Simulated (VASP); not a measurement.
# CuGe3Sb2I (P-4m2) in VASP: single point with PBE

Aim: the single point of CuGe3Sb2I with PBE.

Program: VASP 6.6.1. These are calculated values, not measurements. Logs are shortened: lines on timing, memory, paths and dates and some standing lists are left out, and cuts for length are marked.

## (1) The cell of the first run

Symmetry: P-4m2, No. 115, tetragonal system. Conventional cell: a = 5.223 Å, b = 5.223 Å, c = 10.476 Å, α = 90.00°, β = 90.00°, γ = 90.00°. Cu (site symmetry -4m2) has 2 Sb at 2.62 Å and 4 Ge at 2.91 Å within 3.5 Å. Within 3.8 Å of Ge (site symmetry 2mm) lie 2 Cu at 2.91 Å and 2 I at 2.91 Å and 2 Sb at 2.93 Å. Within 3.4 Å of Ge (site symmetry -4m2) lie 2 Sb at 2.61 Å. Within 3.4 Å of Sb (site symmetry 2mm) lie 3 Ge at 2.61 to 2.93 Å and 1 Cu at 2.62 Å. I (site symmetry -4m2) has 4 Ge at 2.91 Å and 4 Cu at 3.69 Å within 3.8 Å.

The cell was built from a structure type or drawn by symmetry, and may not be a known phase.

## (2) Single point, PBE, collinear spin

INCAR

```
PREC = Accurate ; ENCUT = 520
EDIFF = 1E-7 ; ISMEAR = 0
SIGMA = 0.15 ; LREAL = False
LASPH = True ; NELM = 150
ALGO = Normal ; ISIF = 2
LWAVE = False ; LCHARG = False
ISPIN = 2 ; MAGMOM = 1 0 0 0 0 0 0
LORBIT = 11 ; LMAXMIX = 4
GGA = PE ; NBANDS = 48
```

KPOINTS

```
regular mesh
0
Gamma
  3 3 2
```

POSCAR

```
CuGe3Sb2I
1.0
    5.2228582668      0.0000000000      0.0000000000
    0.0000000000      5.2228582668      0.0000000000
    0.0000000000      0.0000000000     10.4756275295
Cu Ge Sb I
1 3 2 1
Direct
    0.0000000000      0.0000000000      0.5000000000
    0.0000000000      0.5000000000      0.6234473166
    0.5000000000      0.0000000000      0.3765526834
    0.0000000000      0.0000000000      0.0000000000
    0.0000000000      0.0000000000      0.7504765045
    0.0000000000      0.0000000000      0.2495234955
    0.5000000000      0.5000000000      0.5000000000
```

Potentials or basis: VASP PAW PBE potentials, release 64 (Cu, Ge_d, Sb, I).

The run is started by

```
cat potpaw_PBE.64/Cu/POTCAR potpaw_PBE.64/Ge_d/POTCAR potpaw_PBE.64/Sb/POTCAR potpaw_PBE.64/I/POTCAR > POTCAR
mpirun -np 1 vasp_std > vasp.out
```

OUTCAR:

```text
PREC = Accurate
   ENCUT = 520
   EDIFF = 1E-7
   ISMEAR = 0
   LREAL = False
   LASPH = True
   NELM = 150
   ISIF = 2
   ISPIN = 2
   LORBIT = 11
   GGA = PE

 ion  position               nearest neighbor table
   1  0.000  0.000  0.500-   5 2.62   6 2.62
   2  0.000  0.500  0.623-   7 2.91   7 2.91   5 2.93   5 2.93
   3  0.500  0.000  0.377-   7 2.91   7 2.91   6 2.93   6 2.93
   4  0.000  0.000  0.000-   5 2.61   6 2.61
   5  0.000  0.000  0.750-   4 2.61   1 2.62   2 2.93   2 2.93
   6  0.000  0.000  0.250-   4 2.61   1 2.62   3 2.93   3 2.93
   7  0.500  0.500  0.500-   2 2.91   3 2.91   3 2.91   2 2.91

  LATTYP: Found a simple tetragonal cell.
 ALAT       =     5.2228582668
 C/A-ratio  =     2.0057269400

  Lattice vectors:

 A1 = (   5.2228582668,   0.0000000000,   0.0000000000)
 A2 = (   0.0000000000,   5.2228582668,   0.0000000000)
 A3 = (   0.0000000000,   0.0000000000,  10.4756275295)

Analysis of symmetry for initial positions (statically):
=====================================================================
 Subroutine PRICEL returns:
 Original cell was already a primitive cell.

 Routine SETGRP: Setting up the symmetry group for a
 simple tetragonal supercell.

 Subroutine GETGRP returns: Found  8 space group operations
 (whereof  8 operations were pure point group operations)
 out of a pool of 16 trial point group operations.

The static configuration has the point symmetry D_2d.

Analysis of symmetry for dynamics (positions and initial velocities):
=====================================================================
 Subroutine PRICEL returns:
 Original cell was already a primitive cell.

 Routine SETGRP: Setting up the symmetry group for a
 simple tetragonal supercell.

 Subroutine GETGRP returns: Found  8 space group operations
 (whereof  8 operations were pure point group operations)
 out of a pool of 16 trial point group operations.

The dynamic configuration has the point symmetry D_2d.

Analysis of structural, dynamic, and magnetic symmetry:
=====================================================================
 Subroutine PRICEL returns:
 Original cell was already a primitive cell.

 Routine SETGRP: Setting up the symmetry group for a
 simple tetragonal supercell.

 Subroutine GETGRP returns: Found  8 space group operations
 (whereof  8 operations were pure point group operations)
 out of a pool of 16 trial point group operations.

[... 131 lines left out ...]

 number of electron      70.0000078 magnetization      -0.0002504

 Free energy of the ion-electron system (eV)
  ---------------------------------------------------
  ext. energy  EPLUGINS =         0.00000000
  ---------------------------------------------------
  free energy    TOTEN  =       -22.53622341 eV

  energy without entropy =      -22.49403100  energy(sigma->0) =      -22.51512720

 E-fermi :   2.0797     XC(G=0):  -7.3238

 val. band max:        2.0400002101   @ k =   0.3333   0.3333   0.5000
 cond. band min:       2.1293606082   @ k =   0.0000   0.0000   0.5000
 fundamental gap:      0.0893603981
 Fermi energy:         2.0796870804

 spin component 1

 k-point     1 :       0.0000    0.0000    0.0000
  band No.  band energies     occupation
      1     -23.1154      1.00000
      2     -23.1138      1.00000
      3     -23.0910      1.00000
      4     -23.0910      1.00000
      5     -23.0789      1.00000
      6     -23.0780      1.00000
[... 289 lines left out ...]
     46       7.0084      0.00000
     47       7.5466      0.00000
 Fermi energy:         2.0796870804

 spin component 2

 k-point     1 :       0.0000    0.0000    0.0000
  band No.  band energies     occupation
      1     -23.1154      1.00000
      2     -23.1138      1.00000
      3     -23.0910      1.00000
      4     -23.0910      1.00000
      5     -23.0789      1.00000
      6     -23.0780      1.00000
[... 289 lines left out ...]
     46       7.0084      0.00000
     47       7.5466      0.00000
 [bands above 47 left out]

------------------------ aborting loop because EDIFF is reached ----------------------------------------

  FORCE on cell =-STRESS in cart. coord.  units (eV):
  Direction    XX          YY          ZZ          XY          YZ          ZX
  --------------------------------------------------------------------------------------
  -------------------------------------------------------------------------------------
  Total       -0.0216704     -0.0216704     -0.0186012      0.0000000     -0.0000000      0.0000000
  in kB       -0.1215014     -0.1215014     -0.1042932      0.0000000     -0.0000000      0.0000000
  external PRESSURE =      -0.1157653 kB  Pullay stress =       0.0000000 kB

 VOLUME and BASIS-vectors are now :
 -----------------------------------------------------------------------------
  energy-cutoff  :      520.00
  volume of cell :      285.76
      direct lattice vectors                 reciprocal lattice vectors
     5.222858267  0.000000000  0.000000000     0.191466042  0.000000000  0.000000000
     0.000000000  5.222858267  0.000000000     0.000000000  0.191466042  0.000000000
     0.000000000  0.000000000 10.475627530     0.000000000  0.000000000  0.095459675

 POSITION                                       TOTAL-FORCE (eV/Angst)
 -----------------------------------------------------------------------------------
      0.00000      0.00000      5.23781         0.000000      0.000000      0.000000
      0.00000      2.61143      6.53100         0.000000     -0.000000      0.005711
      2.61143      0.00000      3.94463         0.000000     -0.000000     -0.005711
      0.00000      0.00000      0.00000        -0.000000      0.000000      0.000000
      0.00000      0.00000      7.86171         0.000000      0.000000     -0.025906
      0.00000      0.00000      2.61392         0.000000      0.000000      0.025906
      2.61143      2.61143      5.23781         0.000000      0.000000      0.000000
 -----------------------------------------------------------------------------------
    total drift:                               -0.000000     -0.000000      0.000000

  FREE ENERGIE OF THE ION-ELECTRON SYSTEM (eV)
  ---------------------------------------------------
  free  energy   TOTEN  =       -22.5362234074 eV

  energy  without entropy=      -22.4940310012  energy(sigma->0) =      -22.51512720

 total charge

# of ion       s       p       d       tot
------------------------------------------
    1        0.432   0.205   9.229   9.865
    2        1.317   0.798   9.998  12.113
    3        1.317   0.798   9.998  12.113
    4        1.292   0.856   9.989  12.138
    5        1.184   1.195   0.026   2.405
    6        1.184   1.195   0.026   2.405
    7        1.541   2.692   0.041   4.275
--------------------------------------------------
tot          8.269   7.739  39.307  55.315

 magnetization (x)

# of ion       s       p       d       tot
------------------------------------------
    1       -0.000  -0.000   0.000  -0.000
    2       -0.000  -0.000   0.000  -0.000
    3       -0.000  -0.000   0.000  -0.000
    4       -0.000  -0.000  -0.000  -0.000
    5        0.000   0.000  -0.000   0.000
    6        0.000   0.000  -0.000   0.000
    7        0.000   0.000   0.000   0.000
--------------------------------------------------
tot         -0.000  -0.000   0.000  -0.000
```

OSZICAR:

```text
N       E                     dE             d eps       ncg     rms          rms(c)
DAV:   1     0.668388437847E+03    0.66839E+03   -0.30473E+04  1448   0.222E+03
DAV:   2     0.972915719408E+02   -0.57110E+03   -0.54845E+03  1152   0.696E+02
DAV:   3    -0.153518363367E+02   -0.11264E+03   -0.11012E+03  1424   0.189E+02
DAV:   4    -0.231108996925E+02   -0.77591E+01   -0.77074E+01  1336   0.545E+01
[... 11 lines left out ...]
DAV:  16    -0.225362178221E+02   -0.75968E-05   -0.49946E-05  1488   0.854E-02    0.751E-03
DAV:  17    -0.225362221137E+02   -0.42916E-05   -0.11363E-05  1408   0.161E-02    0.614E-03
DAV:  18    -0.225362229467E+02   -0.83300E-06   -0.22879E-06  1312   0.151E-02    0.219E-03
DAV:  19    -0.225362234922E+02   -0.54546E-06   -0.18957E-06  1152   0.961E-03    0.246E-03
DAV:  20    -0.225362234074E+02    0.84789E-07   -0.17976E-07  1016   0.466E-03
   1 F= -.22536223E+02 E0= -.22515127E+02  d E =-.421924E-01  mag=    -0.0002
```

Run time: 2.2 min. Hardware: 1 thread of Intel Xeon 6975P-C (Granite Rapids), shared host; peak memory 0.52 GiB.

Results:

```
Free energy                                           : -22.5362 eV
Pressure                                              : 0.0 GPa
Largest force                                         : 0.026 eV/Å
Band gap on the k mesh                                : 0.09 eV (least direct gap 0.14 eV)
Net moment                                            : 0.00 μB per cell
Valence electrons inside the program's atomic spheres : Cu 9.87; Ge 12.11, 12.14 (each value once); Sb 2.40; I 4.28
```

Forces on the atoms (eV/Å):
```
Cu   0.000  0.000  0.000
Ge   0.000  0.000  0.006
Ge   0.000  0.000 -0.006
Ge   0.000  0.000  0.000
Sb   0.000  0.000 -0.026
Sb   0.000  0.000  0.026
I    0.000  0.000  0.000
```

Levels at points of the mesh, in eV from the valence-band top:
Spin up:
```csv
k point,band 32,band 33,band 34,band 35,band 36,band 37,band 38,band 39
"(0.00, 0.00, 0.00)",-2.04,-2.04,-0.69,-0.69,0.34,0.79,0.79,1.48
"(0.00, 0.00, 0.50)",-2.01,-0.73,-0.73,-0.70,0.09,0.49,0.77,0.77
```
Spin down:
| k point | band 33 | band 34 | band 35 | band 36 | band 37 | band 38 |
| --- | --- | --- | --- | --- | --- | --- |
| (0.00, 0.00, 0.00) | -2.04 | -0.69 | -0.69 | 0.34 | 0.79 | 0.79 |
| (0.00, 0.00, 0.50) | -0.73 | -0.73 | -0.70 | 0.09 | 0.49 | 0.77 |

Caveat: spin-orbit coupling is left out, which moves the levels of the heavy elements; an odd mesh through Γ misses points on the zone boundary, where band edges can lie.
